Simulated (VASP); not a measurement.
Here is a VASP 6.6.1 calculation.

INCAR

```
SYSTEM = Rh
  PREC = Accurate
  ENCUT = 600
  EDIFF = 1E-7
  ISMEAR = 0
  SIGMA = 0.1
  LREAL = .FALSE.
  LASPH = .TRUE.
  NELM = 100
  ALGO = Fast
  ISIF = 4
  LWAVE = .FALSE.
  LCHARG = .FALSE.
  GGA = PS
  IBRION = 2
  NSW = 50
  EDIFFG = -0.01
```

File KPOINTS:

```
Automatic mesh
0
G
  18 18 10
  0 0 0
```

The input POSCAR:

```
Rh
1.0
    2.6040750772      0.0000000000      0.0000000000
   -1.3020375386      2.2551951702      0.0000000000
    0.0000000000      0.0000000000      4.1997202121
Rh
2
Direct
    0.6666666667      0.3333333333      0.7500000000
    0.3333333333      0.6666666667      0.2500000000
```

Potentials or basis: VASP PAW PBE potentials, release 64 (Rh_pv).

The run is started by

```bash
$ cat potpaw_PBE.64/Rh_pv/POTCAR > POTCAR
$ mpirun -np 1 vasp_std > vasp.out
```

Task: What does it give for the band gap on the k mesh?

Result: Zero (bands 15 and 16 overlap by 2.92 eV).

Final structure:
```xyz
2
Lattice="2.6034 0.0000 0.0000 -1.3017 2.2546 0.0000 0.0000 0.0000 4.2018" Properties=species:S:1:pos:R:3 pbc="T T T"
Rh    1.3017    0.7515    3.1514
Rh    0.0000    1.5031    1.0505
```
